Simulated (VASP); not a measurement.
Crystal: GdO.

```
CELL_PARAMETERS angstrom
3.03252 0.00000 0.00000
0.00000 3.03252 0.00000
0.00000 0.00000 3.03252
ATOMIC_POSITIONS crystal
Gd 0.00000 0.00000 0.00000
O 0.50000 0.50000 0.50000
```

Base run:

```yaml
Program: VASP 6.6.1
Functional: PBE
Potentials_or_basis: VASP PAW PBE potentials, release 64 (Gd, O)
Cutoff: 520 eV
k_mesh: 10 × 10 × 10
Occupations: gaussian, width 0.05 eV
Spin: collinear spin, ferromagnetic start
Starting_moments: "[0.5, 0.0] μB"
Hubbard_terms: Gd f U = 6.0 eV
```

Its results: pressure -0.2 GPa.

Task: The run is repeated on the same cell with these changes: spin from collinear spin, ferromagnetic start to no spin polarisation; further incar settings from ALGO = Normal; EDIFF = 1e-06; NBANDS = 23 to ALGO = Normal; EDIFF = 1e-06; NBANDS = 19. What comes out?

Result: Pressure -3.3 GPa.

Caveats: a cell with one magnetic atom can't hold antiferromagnetic order, which such compounds often take (at least some runs); the cell stands under tension (at least some runs); U without spin polarisation on a metal has little footing (at least some runs).
